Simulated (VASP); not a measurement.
Set up this calculation in VASP 6.6.1, as the native input.

```
Task                   : single point
Functional             : PBE
Potentials or basis    : VASP PAW PBE potentials, release 64 (Si)
Cutoff                 : 500 eV
k mesh                 : 7 × 7 × 7
Occupations            : gaussian, width 0.01 eV
Spin                   : non-collinear spin, zero start, spin-orbit coupling
Starting moments       : [[0, 0, 0], [0, 0, 0]] μB
Dipole correction      : no
Further INCAR settings : ALGO = Normal; EDIFF = 1e-06; NBANDS = 20
```

The structure of Si lies in POSCAR:

```
Si
1.0
    0.0000000000      2.7218510000      2.7218510000
    2.7218510000      0.0000000000      2.7218510000
    2.7218510000      2.7218510000      0.0000000000
Si
2
Direct
    0.2500000000      0.2500000000      0.2500000000
    0.0000000000      0.0000000000      0.0000000000
```

These files were run (other wordings do the same):

INCAR

```
SYSTEM = Si
PREC = Accurate ; ENCUT = 500
EDIFF = 1E-6 ; ISMEAR = 0
SIGMA = 0.01 ; LREAL = .False.
LASPH = .True. ; NELM = 200
ALGO = Normal ; ISIF = 2
LWAVE = .False. ; LCHARG = .False.
LNONCOLLINEAR = .True. ; MAGMOM = 0 0 0 0 0 0
LORBIT = 11 ; LSORBIT = .True.
GGA_COMPAT = .False. ; LORBMOM = .True.
GGA = PE ; NBANDS = 20
```

KPOINTS

```
Automatic mesh
0
Gamma
  7 7 7
  0 0 0
```

Potentials or basis: VASP PAW PBE potentials, release 64 (Si).

The run is started by

```console
$ cat potpaw_PBE.64/Si/POTCAR > POTCAR
$ mpirun -np 1 vasp_ncl > vasp.out
```

It gave:

```yaml
Pressure: 1.3 GPa
Net_moment: 0.00 μB per cell
Valence_electrons_inside_the_program's_atomic_spheres: Si 1.69
```

Wall time 18 s on 1 thread of AMD EPYC 9R45 96-Core Processor (Zen 5), with other jobs on the host, peak memory 0.2 GiB.
